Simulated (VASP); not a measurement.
Input of a VASP 6.6.1 run:

File INCAR:

```
SYSTEM = HfB2
ALGO = Normal
EDIFF = 1E-7
ENCUT = 520
GGA = PS
ISIF = 2
ISMEAR = -1
LASPH = .TRUE.
LCHARG = .FALSE.
LREAL = .FALSE.
LWAVE = .FALSE.
NBANDS = 15
NELM = 100
PREC = Accurate
SIGMA = 0.08
```

The input KPOINTS:

```
k-points
0
G
  16 16 12
  0 0 0
```

POSCAR

```
HfB2
1.0
    3.0935770814      0.0000000000      0.0000000000
   -1.5467885407      2.6791163411      0.0000000000
    0.0000000000      0.0000000000      3.3990583039
Hf B
1 2
Direct
    0.0000000000      0.0000000000      0.0000000000
    0.3333333333      0.6666666667      0.5000000000
    0.6666666667      0.3333333333      0.5000000000
```

Potentials or basis: VASP PAW PBE potentials, release 64 (Hf_pv, B).

Run with:

```console
$ cat potpaw_PBE.64/Hf_pv/POTCAR potpaw_PBE.64/B/POTCAR > POTCAR
$ mpirun -np 1 vasp_std > vasp.out
```

(1) Estimate the pressure.

(2) Estimate the band gap on the k mesh.

Answers

(1) 10.1 GPa.

(2) zero (bands 8 and 9 overlap by 1.20 eV).

Caveat: the cell stands under pressure; the PAW data sets were made with another functional, which shifts forces and pressure a little; spin-orbit coupling is left out, which moves the levels of the heavy elements.
